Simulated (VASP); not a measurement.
# FeSi16 (a cell with a defect): single point with PBE

FeSi16 (a cell with a defect):

```
CELL_PARAMETERS angstrom
0.00000 5.43000 5.43000
5.43000 0.00000 5.43000
5.43000 5.43000 0.00000
ATOMIC_POSITIONS crystal
Si 0.00394 0.00037 0.99480
Si 0.11933 0.12731 0.12694
Si 0.00331 0.00025 0.50154
Si 0.14057 0.11936 0.62030
Si 0.99773 0.50003 0.00161
Si 0.11921 0.62601 0.12689
Si 0.00336 0.49462 0.50140
Si 0.11894 0.62590 0.62891
Si 0.49504 0.99916 0.00295
Si 0.62218 0.12693 0.12381
Si 0.51468 0.99516 0.49481
Si 0.62158 0.12711 0.62730
Si 0.49486 0.50273 0.00299
Si 0.62442 0.62503 0.12533
Si 0.49446 0.50287 0.49956
Si 0.62148 0.62388 0.62732
Fe 0.76071 0.24660 0.74637
```

```
Program                : VASP 6.6.1
Task                   : single point
Functional             : PBE
Potentials or basis    : VASP PAW PBE potentials, release 64 (Si, Fe)
Cutoff                 : 520 eV
k mesh                 : 2 × 2 × 2
Occupations            : fermi-dirac, width 0.02 eV
Spin                   : collinear spin, ferromagnetic start
Starting moments       : [0.0, 0.0, 0.0, 0.0, 0.0, 0.0, 0.0, 0.0, 0.0, 0.0, 0.0, 0.0, 0.0, 0.0, 0.0, 0.0, 2.5] μB
Dipole correction      : no
Further INCAR settings : LREAL = Auto; ALGO = Normal; EDIFF = 1e-06; NBANDS = 54
```

The pressure is 2.4 GPa. The largest force is 0.034 eV/Å. The band gap on the k mesh is 0.09 eV and the net moment is 2.05 μB per cell. The site moments are Si -0.00, +0.01, +0.03, -0.01 (each value once); Fe +1.69 μB. The valence electrons inside the program's atomic spheres are Si 1.68, 1.69, 1.71, 1.70 (each value once); Fe 7.32.

Forces in eV/Å, atoms in the order of the input:
```
Si   0.025  0.008 -0.016
Si   0.001  0.007  0.011
Si   0.002 -0.014  0.002
Si  -0.020 -0.009  0.026
Si   0.008 -0.011 -0.005
Si  -0.014  0.008 -0.003
Si   0.002 -0.008 -0.009
Si  -0.003  0.008  0.000
Si   0.007 -0.005 -0.006
Si   0.000  0.007  0.000
Si   0.007  0.018 -0.007
Si  -0.021 -0.007 -0.002
Si   0.004 -0.001 -0.003
Si  -0.007  0.009  0.002
Si   0.000  0.007  0.003
Si   0.003 -0.009  0.024
Fe   0.007 -0.007 -0.016
```

Stress tensor (GPa, compression positive):
```
 2.42  0.19  0.18
 0.19  2.41 -0.20
 0.18 -0.20  2.42
```

Levels at points of the mesh, in eV from the valence-band top:
Spin up:
| k point | band 34 | band 35 | band 36 | band 37 | band 38 | band 39 | band 40 | band 41 |
| --- | --- | --- | --- | --- | --- | --- | --- | --- |
| (0.00, 0.00, 0.00) | -0.25 | -0.24 | -0.17 | -0.17 | 0.09 | 0.59 | 0.59 | 0.85 |
| (0.50, 0.00, 0.00) | -0.79 | -0.79 | -0.28 | -0.27 | 0.71 | 1.31 | 1.32 | 1.36 |
| (0.00, 0.50, 0.00) | -0.83 | -0.73 | -0.31 | -0.20 | 0.81 | 1.26 | 1.34 | 1.38 |
| (0.00, 0.00, 0.50) | -0.83 | -0.73 | -0.31 | -0.20 | 0.82 | 1.26 | 1.34 | 1.39 |
| (0.50, 0.50, 0.50) | -0.83 | -0.73 | -0.31 | -0.20 | 0.81 | 1.26 | 1.34 | 1.38 |
| (0.50, 0.50, 0.00) | -1.38 | -0.80 | -0.73 | -0.18 | 0.81 | 1.29 | 2.06 | 2.09 |
| (0.00, 0.50, 0.50) | -1.38 | -0.80 | -0.73 | -0.18 | 0.81 | 1.29 | 2.06 | 2.09 |
| (0.50, 0.00, 0.50) | -1.38 | -0.80 | -0.74 | -0.18 | 0.81 | 1.29 | 2.06 | 2.09 |
Spin down:
```csv
k point,band 31,band 32,band 33,band 34,band 35,band 36,band 37,band 38,band 39,band 40
"(0.00, 0.00, 0.00)",-0.81,-0.81,-0.10,-0.09,-0.09,0.20,0.38,0.39,1.02,1.02
"(0.50, 0.00, 0.00)",-1.05,-1.05,-0.58,-0.15,-0.14,0.69,0.69,0.81,1.40,1.40
"(0.00, 0.50, 0.00)",-1.04,-1.03,-0.67,-0.16,0.00,0.61,0.67,0.94,1.36,1.45
"(0.00, 0.00, 0.50)",-1.04,-1.03,-0.67,-0.15,0.00,0.61,0.67,0.95,1.35,1.45
"(0.50, 0.50, 0.50)",-1.04,-1.03,-0.66,-0.16,0.00,0.61,0.67,0.94,1.36,1.45
"(0.50, 0.50, 0.00)",-1.64,-1.50,-0.86,-0.11,-0.01,0.16,1.10,1.29,1.51,2.07
"(0.00, 0.50, 0.50)",-1.64,-1.50,-0.86,-0.11,-0.01,0.16,1.10,1.29,1.51,2.07
"(0.50, 0.00, 0.50)",-1.65,-1.50,-0.85,-0.11,-0.02,0.16,1.10,1.28,1.51,2.07
```

It took 21 min on 1 thread of Oxide Virtual Turin-like Processor (shared host), peak memory 0.68 GiB.

Caveat: the k points lie up to 0.50 Å⁻¹ apart.
